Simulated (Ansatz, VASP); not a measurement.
## Mn in VASP and in Ansatz

```xyz
1
Lattice="2.3148 0.0000 0.0000 0.0000 2.3148 0.0000 0.0000 0.0000 2.3148" Properties=species:S:1:pos:R:3 pbc="T T T"
Mn    0.0000    0.0000    0.0000
```

Alike in both runs: task single point; functional BLYP; k mesh 15 × 15 × 15; occupations fermi-dirac, width 0.1 eV; no spin polarisation.

|  | VASP | Ansatz |
| --- | --- | --- |
| version | VASP 6.6.1 | Ansatz 0.2.0 |
| potentials or method | VASP PAW PBE potentials, release 64 (Mn_pv), cutoff 520 eV | plane waves (420 eV) with PAW, scalar-relativistic |
| valence electrons in the cell | 13 | 15 |

```csv
,VASP,Ansatz,Ansatz less VASP
pressure (GPa),0.3,0.0,-0.30
```

VASP's potentials were made for PBE, not for BLYP. VASP's potentials hold 13 valence electrons a cell and Ansatz's 15, so a difference there can come from the potentials and not from the codes.
